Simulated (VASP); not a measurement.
# BP (I-4m2) in VASP: a series of runs

Runs on BP. Level: PBE. Tasks: relaxation of the atoms.

Everything below comes from runs of VASP 6.6.1. Logs are shortened: lines on timing, memory, paths and dates and some standing lists are left out, and cuts for length are marked.

### Step 1. The cell of the first run

Symmetry: I-4m2, No. 119, tetragonal system. The conventional cell has a = 3.215 Å, b = 3.215 Å, c = 4.617 Å, α = 90.00°, β = 90.00°, γ = 90.00°. B (site symmetry -4m2) has 4 P at 1.98 Å within 2.6 Å. Within 2.6 Å of P (site symmetry -4m2) lie 4 B at 1.98 Å.

### Step 2. Relaxation of the atoms, PBE (strained cell)

The input, INCAR:

```
SYSTEM = BP
PREC = Accurate
ENCUT = 450
EDIFF = 1E-7
ISMEAR = 0
SIGMA = 0.02
LREAL = .False.
LASPH = .True.
NELM = 120
ALGO = Normal
ISIF = 2
LWAVE = .False.
LCHARG = .False.
GGA = PE
IBRION = 2
NSW = 60
EDIFFG = -0.002
GGA_COMPAT = .False.
NELMIN = 4
```

The input, KPOINTS:

```
Automatic mesh
0
Gamma
  8 8 8
  0 0 0
```

The input, POSCAR:

```
BP
1.0
    0.0000000000      2.2733800141      2.3082852556
    2.2733800141      0.0000000000      2.3082852556
    2.2733800141      2.2733800141      0.0000000000
B P
1 1
Direct
    0.0000000000      0.0000000000      0.0000000000
    0.2500000000      0.2500000000      0.2500000000
```

Potentials or basis: VASP PAW PBE potentials, release 64 (B, P).

On the command line:

```bash
> cat potpaw_PBE.64/B/POTCAR potpaw_PBE.64/P/POTCAR > POTCAR
> mpirun -np 1 vasp_std > vasp.out
```

OUTCAR:

```text
SYSTEM = BP
   PREC = Accurate
   ENCUT = 450
   EDIFF = 1E-7
   ISMEAR = 0
   LREAL = .False.
   LASPH = .True.
   NELM = 120
   ISIF = 2
   GGA = PE
   IBRION = 2
   NSW = 60
   EDIFFG = -0.002
   NELMIN = 4

 ion  position               nearest neighbor table
   1  0.000  0.000  0.000-   2 1.98   2 1.98   2 1.98   2 1.98
   2  0.250  0.250  0.250-   1 1.98   1 1.98   1 1.98   1 1.98

  LATTYP: Found a body centered tetragonal cell.
 ALAT       =     3.2150448484
 C/A-ratio  =     1.4359272511

  Lattice vectors:

 A1 = (  -2.2733800141,   0.0000000000,   2.3082852556)
 A2 = (   2.2733800141,   0.0000000000,   2.3082852556)
 A3 = (   0.0000000000,   2.2733800141,  -2.3082852556)

Analysis of symmetry for initial positions (statically):
=====================================================================
 Subroutine PRICEL returns:
 Original cell was already a primitive cell.

 Routine SETGRP: Setting up the symmetry group for a
 body centered tetragonal supercell.

 Subroutine GETGRP returns: Found  8 space group operations
 (whereof  8 operations were pure point group operations)
 out of a pool of 16 trial point group operations.

The static configuration has the point symmetry D_2d.

Analysis of symmetry for dynamics (positions and initial velocities):
=====================================================================
 Subroutine PRICEL returns:
 Original cell was already a primitive cell.

 Routine SETGRP: Setting up the symmetry group for a
 body centered tetragonal supercell.

 Subroutine GETGRP returns: Found  8 space group operations
 (whereof  8 operations were pure point group operations)
 out of a pool of 16 trial point group operations.

The dynamic configuration has the point symmetry D_2d.

 Subroutine INISYM returns: Found  8 space group operations
 (whereof  8 operations are pure point group operations),
 and found     1 'primitive' translations

----------------------------------------------------------------------------------------

                                     Primitive cell

  volume of cell :      23.8596

  direct lattice vectors                    reciprocal lattice vectors
     0.000000000  2.273380014  2.308285256    -0.219936833  0.219936833  0.216611010
     2.273380014  0.000000000  2.308285256     0.219936833 -0.219936833  0.216611010
     2.273380014  2.273380014  0.000000000     0.219936833  0.219936833 -0.216611010

  length of vectors
     3.239820598  3.239820598  3.215044848     0.379031332  0.379031332  0.379031332

  position of ions in fractional coordinates (direct lattice)
     0.000000000  0.000000000  0.000000000
     0.250000000  0.250000000  0.250000000

  ion indices of the primitive-cell ions
   primitive index   ion index
                 1           1
                 2           2

----------------------------------------------------------------------------------------

 KPOINTS: Automatic mesh

Automatic generation of k-mesh.
 Grid dimensions read from file:
 generate k-points for:    8    8    8

 Generating k-lattice:

  Cartesian coordinates                     Fractional coordinates (reciprocal lattice)
    -0.027492104  0.027492104  0.027076376     0.125000000  0.000000000  0.000000000
     0.027492104 -0.027492104  0.027076376     0.000000000  0.125000000  0.000000000
     0.027492104  0.027492104 -0.027076376     0.000000000  0.000000000  0.125000000

  Length of vectors
     0.047378916  0.047378916  0.047378916

  Shift w.r.t. Gamma in fractional coordinates (k-lattice)
     0.000000000  0.000000000  0.000000000

 Subroutine IBZKPT returns following result:
 ===========================================

 Found     59 irreducible k-points:

 Following reciprocal coordinates:
            Coordinates               Weight
  0.000000  0.000000  0.000000      1.000000
  0.125000  0.000000  0.000000      8.000000
  0.250000  0.000000  0.000000      8.000000
  0.375000 -0.000000  0.000000      8.000000
  0.500000  0.000000  0.000000      4.000000
  0.125000  0.125000  0.000000      2.000000
[... 16 lines left out ...]
  0.250000 -0.000000  0.125000     16.000000
  0.375000 -0.000000  0.125000     16.000000
 [... further k-points ...]
   k-points           NKPTS =     59   k-points in BZ     NKDIM =     59   number of bands    NBANDS=      8
   number of dos      NEDOS =    301   number of ions     NIONS =      2
   total plane-waves  NPLWV =  13824
   dimension x,y,z NGX =    24 NGY =   24 NGZ =   24
   dimension x,y,z NGXF=    48 NGYF=   48 NGZF=   48
   ions per type =               1   1
   NGX,Y,Z   is equivalent  to a cutoff of  12.32, 12.32, 12.41 a.u.
   NGXF,Y,Z  is equivalent  to a cutoff of  24.63, 24.63, 24.82 a.u.
 SYSTEM =  BP
   PREC   = accura    normal or accurate (medium, high low for compatibility)
   ISTART =      0    job   : 0-new  1-cont  2-samecut
   ICHARG =      2    charge: 1-file 2-atom 10-const
   ISPIN  =      1    spin polarized calculation?
   LNONCOLLINEAR =      F non collinear calculations
   LSORBIT =      F    spin-orbit coupling
   LASPH  =      T    aspherical Exc in radial PAW
   ENCUT  =  450.0 eV  33.07 Ry    5.75 a.u.   5.60  5.60  5.56*2*pi/ulx,y,z
   NELM   =    120;   NELMIN=  4; NELMDL= -5     # of ELM steps
   EDIFF  = 0.1E-06   stopping-criterion for ELM
   LREAL  =      F    real-space projection
   EDIFFG = -.2E-02   stopping-criterion for IOM
   NSW    =     60    number of steps for IOM
   IBRION =      2    ionic relax: 0-MD 1-quasi-New 2-CG
   NFREE  =      1    steps in history (QN), initial steepest desc. (CG)
   ISIF   =      2    stress and relaxation
   ISYM   =      2    0-nonsym 1-usesym 2-fastsym
   POTIM  = 0.5000    time-step for ionic-motion
   TEBEG  =    0.0;   TEEND  =   0.0 temperature during run
   PSTRESS=    0.0 pullay stress
   NELECT =       8.0000    total number of electrons
   NUPDOWN=      -1.0000    fix difference up-down
   EMIN   =  10.00;   EMAX   =-10.00  energy-range for DOS
   EFERMI =   0.00;   METHOD = LEGACY
   ISMEAR =     0;   SIGMA  =   0.02  broadening in eV -4-tet -1-fermi 0-gaus
   EFERMI_NEDOS =   21; number of points for ismear=-14 and -15
   IALGO  =     38    algorithm
   IMIX   =      4    mixing-type and parameters
     AMIX     =   0.40;   BMIX     =  1.00
     AMIX_MAG =   1.60;   BMIX_MAG =  1.00
  volume/ion in A,a.u.               =      11.93        80.51
  Fermi-wavevector in a.u.,A,eV,Ry     =   1.137323  2.149228 17.599171  1.293503
  Thomas-Fermi vector in A             =   2.274028
   LORBIT       =      0    0 simple, 1 ext, 2 COOP (PROOUT), +10 PAW based schemes
   GGA     = PE    functional components
   LHFCALC =     F    Hartree Fock is set to
   AEXX    =    0.0000 exact exchange contribution
   IVDW    =     0    specifies the selected vdW correction
   LEPSILON=     F    determine dielectric tensor
   LRPA    =     F    only Hartree local field effects (RPA)
 conjugate gradient relaxation of ions
 non-spin polarized calculation
 Gauss-broadening in eV      SIGMA  =   0.02
  energy-cutoff  :      450.00
  volume of cell :       23.86
 maximum number of plane-waves:       532
 NGX is ok and might be reduce to    24
   NGX = 11   NGY = 11   NGZ = 11

 number of electron       7.9999999 magnetization

 Free energy of the ion-electron system (eV)
  ---------------------------------------------------
  ext. energy  EPLUGINS =         0.00000000
  ---------------------------------------------------
  free energy    TOTEN  =       -12.92274730 eV

  energy without entropy =      -12.92274730  energy(sigma->0) =      -12.92274730

 E-fermi :   7.3928     XC(G=0): -10.8168

 val. band max:        7.2375682135   @ k =   0.0000   0.0000   0.0000
 cond. band min:       8.4184939101   @ k =   0.3750   0.0000   0.3750
 fundamental gap:      1.1809256967
 Fermi energy:         7.3927695245

 k-point     1 :       0.0000    0.0000    0.0000
  band No.  band energies     occupation
      1      -8.0872      2.00000
      2       7.0872      2.00000
      3       7.2376      2.00000
      4       7.2376      2.00000
      5      10.5301      0.00000
      6      10.5301      0.00000
      7      10.6161      0.00000
      8      14.2396      0.00000

 k-point     2 :       0.1250    0.0000    0.0000
  band No.  band energies     occupation
      1      -7.8110      2.00000
      2       5.3527      2.00000
      3       6.7110      2.00000
      4       6.8249      2.00000
      5      11.0221      0.00000
      6      11.1184      0.00000
      7      11.1992      0.00000
      8      15.0616      0.00000

 k-point     3 :       0.2500    0.0000    0.0000
  band No.  band energies     occupation
      1      -7.0015      2.00000
      2       2.4048      2.00000
      3       6.0134      2.00000
      4       6.1636      2.00000
      5      11.0677      0.00000
      6      11.9054      0.00000
      7      11.9253      0.00000
      8      16.5983      0.00000

 k-point     4 :       0.3750   -0.0000    0.0000
  band No.  band energies     occupation
      1      -5.7675      2.00000
      2      -0.2729      2.00000
      3       5.5265      2.00000
      4       5.7079      2.00000
      5      10.8918      0.00000
      6      11.9472      0.00000
      7      12.0452      0.00000
      8      17.2548      0.00000

 k-point     5 :       0.5000    0.0000    0.0000
  band No.  band energies     occupation
      1      -4.8426      2.00000
      2      -1.6964      2.00000
      3       5.3589      2.00000
      4       5.5525      2.00000
      5      10.8137      0.00000
      6      11.8459      0.00000
      7      11.9594      0.00000
      8      17.2433      0.00000

 k-point     6 :       0.1250    0.1250    0.0000
  band No.  band energies     occupation
      1      -7.7258      2.00000
      2       5.8944      2.00000
      3       6.0949      2.00000
      4       6.0949      2.00000
      5      10.0306      0.00000
      6      12.0906      0.00000
      7      12.0906      0.00000
      8      14.5991      0.00000

 k-point     7 :       0.2500    0.1250    0.0000
  band No.  band energies     occupation
      1      -7.0988      2.00000
      2       3.4404      2.00000
      3       5.3821      2.00000
      4       5.6133      2.00000
      5      10.3374      0.00000
      6      12.6931      0.00000
      7      13.1689      0.00000
      8      14.2178      0.00000
[... 133 lines left out ...]
 k-point    20 :      -0.3750    0.3750    0.0000
  band No.  band energies     occupation
      1      -3.3957      2.00000
      2      -0.9463      2.00000
      3       1.0909      2.00000
      4       3.8551      2.00000
      5       9.4832      0.00000
      6      13.3319      0.00000
      7      16.7990      0.00000
      8      17.6168      0.00000

 k-point    21 :       0.5000    0.5000    0.0000
  band No.  band energies     occupation
      1      -3.4386      2.00000
      2      -1.3759      2.00000
      3       3.2526      2.00000
      4       3.2526      2.00000
      5       8.6721      0.00000
      6       9.0065      0.00000
      7      19.1163      0.00000
      8      19.1163      0.00000

 k-point    22 :       0.1250    0.0000    0.1250
  band No.  band energies     occupation
      1      -7.7149      2.00000
      2       5.9603      2.00000
      3       6.0467      2.00000
      4       6.0553      2.00000
      5       9.9114      0.00000
      6      12.0372      0.00000
      7      12.2175      0.00000
      8      14.5856      0.00000

 k-point    23 :       0.2500   -0.0000    0.1250
  band No.  band energies     occupation
      1      -7.0775      2.00000
      2       3.4279      2.00000
      3       5.2714      2.00000
      4       5.7158      2.00000
      5      10.1910      0.00000
      6      12.7181      0.00000
      7      13.1965      0.00000
      8      14.2354      0.00000

 k-point    24 :       0.3750   -0.0000    0.1250
  band No.  band energies     occupation
      1      -5.9633      2.00000
      2       0.6900      2.00000
      3       4.8535      2.00000
      4       4.9872      2.00000
      5      10.6360      0.00000
      6      12.7555      0.00000
      7      13.3196      0.00000
      8      14.9731      0.00000

 [... further k-points ...]

------------------------ aborting loop because EDIFF is reached ----------------------------------------

  FORCE on cell =-STRESS in cart. coord.  units (eV):
  Direction    XX          YY          ZZ          XY          YZ          ZX
  --------------------------------------------------------------------------------------
  -------------------------------------------------------------------------------------
  Total       -0.1537094     -0.1537094     -0.7626717      0.0000000      0.0000000     -0.0000000
  in kB      -10.3216094    -10.3216094    -51.2135223      0.0000000      0.0000000     -0.0000000
  external PRESSURE =     -23.9522470 kB  Pullay stress =       0.0000000 kB

 VOLUME and BASIS-vectors are now :
 -----------------------------------------------------------------------------
  energy-cutoff  :      450.00
  volume of cell :       23.86
      direct lattice vectors                 reciprocal lattice vectors
     0.000000000  2.273380014  2.308285256    -0.219936833  0.219936833  0.216611010
     2.273380014  0.000000000  2.308285256     0.219936833 -0.219936833  0.216611010
     2.273380014  2.273380014  0.000000000     0.219936833  0.219936833 -0.216611010

 POSITION                                       TOTAL-FORCE (eV/Angst)
 -----------------------------------------------------------------------------------
      0.00000      0.00000      0.00000        -0.000000     -0.000000     -0.000000
      1.13669      1.13669      1.15414         0.000000      0.000000      0.000000
 -----------------------------------------------------------------------------------
    total drift:                                0.000000      0.000000      0.000000

  FREE ENERGIE OF THE ION-ELECTRON SYSTEM (eV)
  ---------------------------------------------------
  free  energy   TOTEN  =       -12.9227473023 eV

  energy  without entropy=      -12.9227473023  energy(sigma->0) =      -12.92274730

 reached required accuracy - stopping structural energy minimisation
```

Run time: 16 s. Hardware: 1 thread of Intel Xeon 8259CL, shared host; peak memory 0.13 GiB.

What came out:

- Free energy: -12.9227 eV
- Pressure after relaxing: -2.4 GPa
- Band gap on the k mesh: 1.18 eV (least direct gap 3.29 eV)

Final structure:
```
CELL_PARAMETERS angstrom
0.00000 2.27338 2.30829
2.27338 0.00000 2.30829
2.27338 2.27338 0.00000
ATOMIC_POSITIONS crystal
B 0.00000 0.00000 0.00000
P 0.25000 0.25000 0.25000
```

Levels at points of the mesh, in eV from the valence-band top:
```
           k point  band 2  band 3  band 4  band 5  band 6  band 7
(0.00, 0.00, 0.00)   -0.15    0.00    0.00    3.29    3.29    3.38
(0.50, 0.00, 0.00)   -8.93   -1.88   -1.69    3.58    4.61    4.72
(0.50, 0.50, 0.00)   -8.61   -3.98   -3.98    1.43    1.77   11.88
(0.50, 0.00, 0.50)   -8.48   -4.15   -4.12    1.27    1.56   11.71
```

Caveat: the cell differs from its parent crystal (strained cell). A k mesh can miss the band edges.

[end of part 1 of 2]
